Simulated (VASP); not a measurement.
SiC (Moissanite 6H):

```
Si C
1.0
     3.05317    0.00000    0.00000
    -1.52659    2.64412    0.00000
     0.00000    0.00000   14.96497
Si C
6 6
Cartesian
  1.5266 0.8814 6.8584
  0.0000 1.7627 14.3409
  1.5266 0.8814 11.8478
  0.0000 1.7627 4.3653
  0.0000 0.0000 9.3531
  0.0000 0.0000 1.8706
  1.5266 0.8814 4.9878
  0.0000 1.7627 12.4703
  1.5266 0.8814 9.9771
  0.0000 1.7627 2.4947
  0.0000 0.0000 7.4825
  0.0000 0.0000 0.0000
```

Base run:

```yaml
Program: VASP 6.6.1
Functional: RPBE
Dispersion: D3(BJ)
Potentials_or_basis: VASP PAW PBE potentials, release 64 (Si, C)
Cutoff: 520 eV
k_mesh: 10 × 10 × 2
Occupations: fermi-dirac, width 0.05 eV
Spin: no spin polarisation
```

Its results: band gap on the k mesh 2.02 eV, indirect (least direct gap 3.12 eV); pressure -10.9 GPa; largest force 0.148 eV/Å.

**Question.** The run is repeated on the same cell with these changes: functional from RPBE to PBE; dispersion from D3(BJ) to none. What comes out?

**Answer.** Band gap on the k mesh 2.01 eV, indirect (least direct gap 3.11 eV); pressure 9.6 GPa; largest force 0.149 eV/Å.

Several settings changed at once, so the effect can't be laid on one alone.

Caveats: the PAW data sets were made with another functional, which shifts forces and pressure a little (some runs).

A k mesh can miss the band edges.
